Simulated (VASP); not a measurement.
# BN (I-4m2) in VASP: notebook

Runs on BN. Level: r2SCAN. Tasks: single point.

All numbers are computed with VASP 6.6.1; they aren't measurements. Logs are shortened: lines on timing, memory, paths and dates and some standing lists are left out, and cuts for length are marked.

## Step 1: The cell of the first run

Symmetry: I-4m2, No. 119, tetragonal system. Conventional cell: a = 2.487 Å, b = 2.487 Å, c = 3.626 Å, α = 90.00°, β = 90.00°, γ = 90.00°. B (site symmetry -4m2) has 4 N at 1.54 Å within 2.1 Å. Within 2.1 Å of N (site symmetry -4m2) lie 4 B at 1.54 Å.

## Step 2: Single point, r2SCAN (strain -0.030 along x and y, +0.000 along z)

Contents of POSCAR:

```
BN
1.0
    0.0000000000      1.7586109700      1.8130010000
    1.7586109700      0.0000000000      1.8130010000
    1.7586109700      1.7586109700      0.0000000000
B N
1 1
Direct
    0.0000000000      0.0000000000      0.0000000000
    0.7500000000      0.7500000000      0.7500000000
```

Contents of INCAR.step1:

```
SYSTEM = BN
PREC     = Accurate       ! precision mode
ENCUT    = 520            ! plane-wave cutoff, eV
ISMEAR   = 0              ! smearing method
SIGMA    = 0.05           ! smearing width, eV
LREAL    = .False.        ! projectors in reciprocal space
LASPH    = .True.         ! aspherical terms in the spheres
NELM     = 100            ! most SCF steps
NBANDS   = 11             ! bands
GGA      = PE             ! functional
ALGO     = Normal         ! electronic algorithm
EDIFF    = 1E-4           ! SCF threshold, eV
LWAVE    = .True.         ! write WAVECAR
LCHARG   = .False.        ! write CHGCAR
```

Contents of INCAR.step2:

```
SYSTEM = BN
PREC     = Accurate       ! precision mode
ENCUT    = 520            ! plane-wave cutoff, eV
EDIFF    = 1E-6           ! SCF threshold, eV
ISMEAR   = 0              ! smearing method
SIGMA    = 0.05           ! smearing width, eV
LREAL    = .False.        ! projectors in reciprocal space
LASPH    = .True.         ! aspherical terms in the spheres
NELM     = 100            ! most SCF steps
ALGO     = Normal         ! electronic algorithm
ISIF     = 2              ! what is computed and relaxed
LWAVE    = .False.        ! write WAVECAR
LCHARG   = .False.        ! write CHGCAR
METAGGA  = R2SCAN         ! meta-GGA
LMIXTAU  = .True.       
NBANDS   = 11             ! bands
ISTART   = 1
```

Contents of KPOINTS:

```
Automatic mesh
0
Gamma
  12 12 12
  0 0 0
```

Potentials or basis: VASP PAW PBE potentials, release 64 (B, N).

Command:

```sh
$ cat potpaw_PBE.64/B/POTCAR potpaw_PBE.64/N/POTCAR > POTCAR
$ cp INCAR.step1 INCAR
$ mpirun -np 1 vasp_std > vasp.out
$ cp INCAR.step2 INCAR
$ mpirun -np 1 vasp_std > vasp.out
```

OUTCAR:

```text
SYSTEM = BN
   PREC = Accurate
   ENCUT = 520
   EDIFF = 1E-6
   ISMEAR = 0
   LREAL = .False.
   LASPH = .True.
   NELM = 100
   ISIF = 2
   METAGGA = R2SCAN
   ISTART = 1

 ion  position               nearest neighbor table
   1  0.000  0.000  0.000-   2 1.54   2 1.54   2 1.54   2 1.54
   2  0.750  0.750  0.750-   1 1.54   1 1.54   1 1.54   1 1.54

  LATTYP: Found a body centered tetragonal cell.
 ALAT       =     2.4870514847
 C/A-ratio  =     1.4579521262

  Lattice vectors:

 A1 = (  -1.7586109700,   0.0000000000,   1.8130010000)
 A2 = (   1.7586109700,   0.0000000000,   1.8130010000)
 A3 = (   0.0000000000,   1.7586109700,  -1.8130010000)

Analysis of symmetry for initial positions (statically):
=====================================================================
 Subroutine PRICEL returns:
 Original cell was already a primitive cell.

 Routine SETGRP: Setting up the symmetry group for a
 body centered tetragonal supercell.

 Subroutine GETGRP returns: Found  8 space group operations
 (whereof  8 operations were pure point group operations)
 out of a pool of 16 trial point group operations.

The static configuration has the point symmetry D_2d.

Analysis of symmetry for dynamics (positions and initial velocities):
=====================================================================
 Subroutine PRICEL returns:
 Original cell was already a primitive cell.

 Routine SETGRP: Setting up the symmetry group for a
 body centered tetragonal supercell.

 Subroutine GETGRP returns: Found  8 space group operations
 (whereof  8 operations were pure point group operations)
 out of a pool of 16 trial point group operations.

The dynamic configuration has the point symmetry D_2d.

 Subroutine INISYM returns: Found  8 space group operations
 (whereof  8 operations are pure point group operations),
 and found     1 'primitive' translations

----------------------------------------------------------------------------------------

                                     Primitive cell

  volume of cell :      11.2142

  direct lattice vectors                    reciprocal lattice vectors
     0.000000000  1.758610970  1.813001000    -0.284315297  0.284315297  0.275785838
     1.758610970  0.000000000  1.813001000     0.284315297 -0.284315297  0.275785838
     1.758610970  1.758610970  0.000000000     0.284315297  0.284315297 -0.275785838

  length of vectors
     2.525803866  2.525803866  2.487051485     0.487573794  0.487573794  0.487573794

  position of ions in fractional coordinates (direct lattice)
     0.000000000  0.000000000  0.000000000
     0.750000000  0.750000000  0.750000000

  ion indices of the primitive-cell ions
   primitive index   ion index
                 1           1
                 2           2

----------------------------------------------------------------------------------------

 KPOINTS: Automatic mesh

Automatic generation of k-mesh.
 Grid dimensions read from file:
 generate k-points for:   12   12   12

 Generating k-lattice:

  Cartesian coordinates                     Fractional coordinates (reciprocal lattice)
    -0.023692941  0.023692941  0.022982153     0.083333333  0.000000000  0.000000000
     0.023692941 -0.023692941  0.022982153     0.000000000  0.083333333  0.000000000
     0.023692941  0.023692941 -0.022982153    -0.000000000 -0.000000000  0.083333333

  Length of vectors
     0.040631149  0.040631149  0.040631149

  Shift w.r.t. Gamma in fractional coordinates (k-lattice)
     0.000000000  0.000000000  0.000000000

 Subroutine IBZKPT returns following result:
 ===========================================

 Found    163 irreducible k-points:

 Following reciprocal coordinates:
            Coordinates               Weight
  0.000000  0.000000  0.000000      1.000000
  0.083333 -0.000000  0.000000      8.000000
  0.166667  0.000000  0.000000      8.000000
  0.250000  0.000000  0.000000      8.000000
  0.333333  0.000000  0.000000      8.000000
  0.416667  0.000000  0.000000      8.000000
[... 16 lines left out ...]
[... 41 lines left out ...]

 Free energy of the ion-electron system (eV)
  ---------------------------------------------------
  ext. energy  EPLUGINS =         0.00000000
  ---------------------------------------------------
  free energy    TOTEN  =       -19.11788206 eV

  energy without entropy =      -19.11788206  energy(sigma->0) =      -19.11788206

 E-fermi :   8.2632     XC(G=0): -13.9243

 val. band max:        8.0068920339   @ k =   0.0000   0.0000   0.0000
 cond. band min:      12.7489240160   @ k =   0.5000   0.0000   0.5000
 fundamental gap:      4.7420319821
 Fermi energy:         8.2632154122

 k-point     1 :       0.0000    0.0000    0.0000
  band No.  band energies     occupation
      1     -14.0096      2.00000
      2       7.6723      2.00000
      3       8.0069      2.00000
      4       8.0069      2.00000
      5      17.6114      0.00000
      6      17.6114      0.00000
      7      17.8343      0.00000
      8      19.8559      0.00000
      9      35.0719      0.00000
     10      36.3254      0.00000
     11      37.3195      0.00000

 k-point     2 :       0.0833   -0.0000    0.0000
  band No.  band energies     occupation
      1     -13.8270      2.00000
      2       6.8822      2.00000
      3       7.6026      2.00000
      4       7.8232      2.00000
      5      17.8388      0.00000
      6      17.9207      0.00000
      7      18.1948      0.00000
      8      20.4090      0.00000
      9      34.2409      0.00000
     10      34.8577      0.00000
     11      35.7090      0.00000

 k-point     3 :       0.1667    0.0000    0.0000
  band No.  band energies     occupation
      1     -13.2862      2.00000
      2       4.6337      2.00000
      3       7.0666      2.00000
      4       7.3761      2.00000
      5      18.2500      0.00000
      6      18.6518      0.00000
      7      18.8870      0.00000
      8      21.7724      0.00000
      9      32.8157      0.00000
     10      33.8860      0.00000
     11      34.1319      0.00000
[... 267 lines left out ...]
 k-point    23 :       0.5000    0.1667    0.0000
  band No.  band energies     occupation
      1      -9.3239      2.00000
      2      -2.5964      2.00000
      3       3.5562      2.00000
      4       5.0222      2.00000
      5      18.0015      0.00000
      6      21.4847      0.00000
      7      21.9832      0.00000
      8      24.8894      0.00000
      9      30.6990      0.00000
     10      36.6785      0.00000
     11      37.7265      0.00000

 k-point    24 :      -0.4167    0.1667    0.0000
  band No.  band energies     occupation
      1      -9.0569      2.00000
      2      -2.9760      2.00000
      3       3.1286      2.00000
      4       5.3772      2.00000
      5      18.5219      0.00000
      6      21.3429      0.00000
      7      21.5172      0.00000
      8      25.3830      0.00000
      9      31.2382      0.00000
     10      35.1819      0.00000
     11      37.1625      0.00000

 [... further k-points ...]

------------------------ aborting loop because EDIFF is reached ----------------------------------------

  FORCE on cell =-STRESS in cart. coord.  units (eV):
  Direction    XX          YY          ZZ          XY          YZ          ZX
  --------------------------------------------------------------------------------------
  -------------------------------------------------------------------------------------
  Total        2.0107478      2.0107478      0.5041219      0.0000000     -0.0000000      0.0000000
  in kB      287.2768251    287.2768251     72.0242118      0.0000000     -0.0000000      0.0000000
  external PRESSURE =     215.5259540 kB  Pullay stress =       0.0000000 kB

 VOLUME and BASIS-vectors are now :
 -----------------------------------------------------------------------------
  energy-cutoff  :      520.00
  volume of cell :       11.21
      direct lattice vectors                 reciprocal lattice vectors
     0.000000000  1.758610970  1.813001000    -0.284315297  0.284315297  0.275785838
     1.758610970  0.000000000  1.813001000     0.284315297 -0.284315297  0.275785838
     1.758610970  1.758610970  0.000000000     0.284315297  0.284315297 -0.275785838

 POSITION                                       TOTAL-FORCE (eV/Angst)
 -----------------------------------------------------------------------------------
      0.00000      0.00000      0.00000        -0.000000     -0.000000      0.000000
      2.63792      2.63792      2.71950         0.000000      0.000000      0.000000
 -----------------------------------------------------------------------------------
    total drift:                               -0.000019     -0.000019      0.000046

  FREE ENERGIE OF THE ION-ELECTRON SYSTEM (eV)
  ---------------------------------------------------
  free  energy   TOTEN  =       -19.1178820576 eV

  energy  without entropy=      -19.1178820576  energy(sigma->0) =      -19.11788206
```

It took 2.3 min on 1 thread of AMD EPYC, shared host; peak memory 0.1 GiB.

What came out:

```yaml
Free_energy: -19.1179 eV
Pressure: 21.6 GPa
Band_gap_on_the_k_mesh: 4.74 eV, indirect (least direct gap 9.60 eV)
```

Caveat: the cell differs from its parent crystal (strain -0.030 along x and y, +0.000 along z); the PAW data sets were made with another functional, which shifts forces and pressure a little. A k mesh can miss the band edges.

## Step 3: Single point, r2SCAN (strain -0.015 along x and y, -0.030 along z)

Contents of POSCAR:

```
BN
1.0
    0.0000000000      1.7858059850      1.7586109700
    1.7858059850      0.0000000000      1.7586109700
    1.7858059850      1.7858059850      0.0000000000
B N
1 1
Direct
    0.0000000000      0.0000000000      0.0000000000
    0.7500000000      0.7500000000      0.7500000000
```

Contents of INCAR.step1:

```
PREC = Accurate
ENCUT = 520
ISMEAR = 0
SIGMA = 0.05
LREAL = F
LASPH = T
NELM = 100
NBANDS = 11
GGA = PE
ALGO = Normal
EDIFF = 1E-4
LWAVE = T
LCHARG = F
```

Contents of INCAR.step2:

```
PREC = Accurate
ENCUT = 520
EDIFF = 1E-7
ISMEAR = 0
SIGMA = 0.05
LREAL = F
LASPH = T
NELM = 100
ALGO = Normal
ISIF = 2
LWAVE = F
LCHARG = F
METAGGA = R2SCAN
LMIXTAU = T
NBANDS = 11
ISTART = 1
```

Contents of KPOINTS:

```
Automatic mesh
0
Gamma
  12 12 12
```

Potentials or basis: VASP PAW PBE potentials, release 64 (B, N).

Command:

```sh
$ cat potpaw_PBE.64/B/POTCAR potpaw_PBE.64/N/POTCAR > POTCAR
$ cp INCAR.step1 INCAR
$ mpirun -np 1 vasp_std > vasp.out
$ cp INCAR.step2 INCAR
$ mpirun -np 1 vasp_std > vasp.out
```

Run time: 2.8 min. Hardware: 1 thread of AMD EPYC, shared host; peak memory 0.1 GiB.

Results (log left out):

```yaml
Free_energy: -19.1296 eV
Pressure: 21.4 GPa
Band_gap_on_the_k_mesh: 4.74 eV, indirect (least direct gap 9.60 eV)
```

Stress tensor (GPa, compression positive):
```
18.07  0.00  0.00
 0.00 18.07  0.00
 0.00  0.00 28.20
```

Levels at points of the mesh, in eV from the valence-band top:
```tsv
k point	band 1	band 2	band 3	band 4	band 5	band 6	band 7	band 8
(0.00, 0.00, 0.00)	-22.01	-0.16	-0.16	0.00	9.60	9.72	9.72	11.86
(0.50, 0.00, 0.00)	-17.46	-11.68	-2.35	-2.09	11.23	11.56	11.92	16.86
(0.50, 0.50, 0.00)	-15.83	-9.62	-5.62	-5.62	4.74	9.76	20.02	20.02
(0.50, 0.00, 0.50)	-16.03	-9.85	-5.40	-5.39	5.03	10.14	19.85	20.10
```

Caveat: the cell differs from its parent crystal (strain -0.015 along x and y, -0.030 along z); the PAW data sets were made with another functional, which shifts forces and pressure a little. A k mesh can miss the band edges.

## Step 4: Single point, r2SCAN (strain -0.030 along x and y, +0.015 along z)

Contents of POSCAR:

```
BN
1.0
    0.0000000000      1.7586109700      1.8401960150
    1.7586109700      0.0000000000      1.8401960150
    1.7586109700      1.7586109700      0.0000000000
B N
1 1
Direct
    0.0000000000      0.0000000000      0.0000000000
    0.7500000000      0.7500000000      0.7500000000
```

Contents of INCAR.step1:

```
PREC     = Accurate       # precision mode
ENCUT    = 520            # plane-wave cutoff, eV
ISMEAR   = 0              # smearing method
SIGMA    = 0.05           # smearing width, eV
LREAL    = F              # projectors in reciprocal space
LASPH    = T              # aspherical terms in the spheres
NELM     = 60             # most SCF steps
NBANDS   = 11             # bands
GGA      = PE             # functional
ALGO     = Normal         # electronic algorithm
EDIFF    = 1E-4           # SCF threshold, eV
LWAVE    = T              # write WAVECAR
LCHARG   = F              # write CHGCAR
```

Contents of INCAR.step2:

```
PREC     = Accurate       # precision mode
ENCUT    = 520            # plane-wave cutoff, eV
EDIFF    = 1E-7           # SCF threshold, eV
ISMEAR   = 0              # smearing method
SIGMA    = 0.05           # smearing width, eV
LREAL    = F              # projectors in reciprocal space
LASPH    = T              # aspherical terms in the spheres
NELM     = 60             # most SCF steps
ALGO     = Normal         # electronic algorithm
ISIF     = 2              # what is computed and relaxed
LWAVE    = F              # write WAVECAR
LCHARG   = T              # write CHGCAR
METAGGA  = R2SCAN         # meta-GGA
LMIXTAU  = T            
LELF     = T              # ELF
LVHAR    = T            
NBANDS   = 11             # bands
ISTART   = 1
```

Contents of KPOINTS:

```
regular mesh
0
Gamma
  12 12 12
```

Command:

```sh
$ cat potpaw_PBE.64/B/POTCAR potpaw_PBE.64/N/POTCAR > POTCAR
$ cp INCAR.step1 INCAR
$ mpirun -np 1 vasp_std > vasp.out
$ cp INCAR.step2 INCAR
$ mpirun -np 1 vasp_std > vasp.out
```

Wall time 3 min (1 thread of AMD EPYC, shared host); peak memory 0.1 GiB.

It converged, with:

```yaml
Free_energy: -19.1185 eV
Pressure: 14.8 GPa
Band_gap_on_the_k_mesh: 4.59 eV, indirect (least direct gap 9.45 eV)
```

Stress tensor (GPa, compression positive):
```
25.51  0.00  0.00
 0.00 25.51  0.00
 0.00  0.00 -6.74
```

Levels at points of the mesh, in eV from the valence-band top:
```tsv
k point	band 1	band 2	band 3	band 4	band 5	band 6	band 7	band 8	band 9
(0.00, 0.00, 0.00)	-21.89	-0.51	0.00	0.00	9.45	9.45	9.78	11.52	26.72
(0.50, 0.00, 0.00)	-17.41	-11.60	-2.64	-1.86	10.30	11.79	12.05	16.65	25.20
(0.50, 0.50, 0.00)	-16.31	-10.19	-5.00	-5.00	5.44	10.62	19.59	19.59	22.03
(0.50, 0.00, 0.50)	-15.75	-9.50	-5.67	-5.65	4.59	9.50	19.25	20.01	22.98
```

Caveat: the cell differs from its parent crystal (strain -0.030 along x and y, +0.015 along z); the PAW data sets were made with another functional, which shifts forces and pressure a little.

## Step 5: Single point, r2SCAN (strain -0.030 along x and y, +0.030 along z)

Contents of POSCAR:

```
BN
1.0
    0.0000000000      1.7586109700      1.8673910300
    1.7586109700      0.0000000000      1.8673910300
    1.7586109700      1.7586109700      0.0000000000
B N
1 1
Direct
    0.0000000000      0.0000000000      0.0000000000
    0.7500000000      0.7500000000      0.7500000000
```

Contents of INCAR.step1:

```
ALGO = Normal
EDIFF = 1E-4
ENCUT = 520
GGA = PE
ISMEAR = 0
LASPH = True
LCHARG = False
LREAL = False
LWAVE = True
NBANDS = 11
NELM = 60
PREC = Accurate
SIGMA = 0.05
```

Contents of INCAR.step2:

```
ALGO = Normal
EDIFF = 1E-6
ENCUT = 520
ISIF = 2
ISMEAR = 0
ISTART = 1
LASPH = True
LCHARG = False
LMIXTAU = True
LREAL = False
LWAVE = False
METAGGA = R2SCAN
NBANDS = 11
NELM = 60
PREC = Accurate
SIGMA = 0.05
```

Contents of KPOINTS:

```
k-points
0
Gamma
  12 12 12
```

Command:

```sh
$ cat potpaw_PBE.64/B/POTCAR potpaw_PBE.64/N/POTCAR > POTCAR
$ cp INCAR.step1 INCAR
$ mpirun -np 1 vasp_std > vasp.out
$ cp INCAR.step2 INCAR
$ mpirun -np 1 vasp_std > vasp.out
```

Wall time 3.5 min (1 thread of AMD EPYC, shared host); peak memory 0.1 GiB.

It converged, with:

* Free energy: -19.1047 eV
* Pressure: 8.4 GPa
* Band gap on the k mesh: 4.44 eV, indirect (least direct gap 9.30 eV)

Stress tensor (GPa, compression positive):
```
 22.72   0.00   0.00
  0.00  22.72   0.00
  0.00   0.00 -20.20
```

Levels at points of the mesh, in eV from the valence-band top:
| k point | band 1 | band 2 | band 3 | band 4 | band 5 | band 6 | band 7 | band 8 | band 9 |
| --- | --- | --- | --- | --- | --- | --- | --- | --- | --- |
| (0.00, 0.00, 0.00) | -21.78 | -0.68 | 0.00 | 0.00 | 9.30 | 9.30 | 9.74 | 11.19 | 26.38 |
| (0.50, 0.00, 0.00) | -17.36 | -11.51 | -2.79 | -1.77 | 9.80 | 11.73 | 12.07 | 16.45 | 24.87 |
| (0.50, 0.50, 0.00) | -16.40 | -10.28 | -4.84 | -4.84 | 5.55 | 10.71 | 19.25 | 19.25 | 21.48 |
| (0.50, 0.00, 0.50) | -15.66 | -9.39 | -5.71 | -5.68 | 4.44 | 9.25 | 18.79 | 19.76 | 22.71 |

Caveat: the cell differs from its parent crystal (strain -0.030 along x and y, +0.030 along z); the PAW data sets were made with another functional, which shifts forces and pressure a little. A k mesh can miss the band edges.

## Step 6: Overview

```csv
cell,gap on the mesh (eV),pressure (GPa)
"a = 2.526, b = 2.526, c = 2.487 Å, angles 60.5, 60.5, 59.0°, 2 atoms",4.74,21.6
"a = 2.506, b = 2.506, c = 2.526 Å, angles 59.7, 59.7, 60.5°, 2 atoms",4.74,21.4
"a = 2.545, b = 2.545, c = 2.487 Å, angles 60.8, 60.8, 58.5°, 2 atoms",4.59,14.8
"a = 2.565, b = 2.565, c = 2.487 Å, angles 61.0, 61.0, 58.0°, 2 atoms",4.44,8.4
```

Alike in all rows: task single point; level r2SCAN; potentials or basis VASP PAW PBE potentials, release 64 (B, N); no spin polarisation; k mesh 12 × 12 × 12; cutoff (eV) 520; smearing gaussian 0.05 eV.

Caveats: the PAW data sets were made with another functional, which shifts forces and pressure a little.

Total energies depend on the potentials used, so only differences within one code and one set of settings carry meaning.
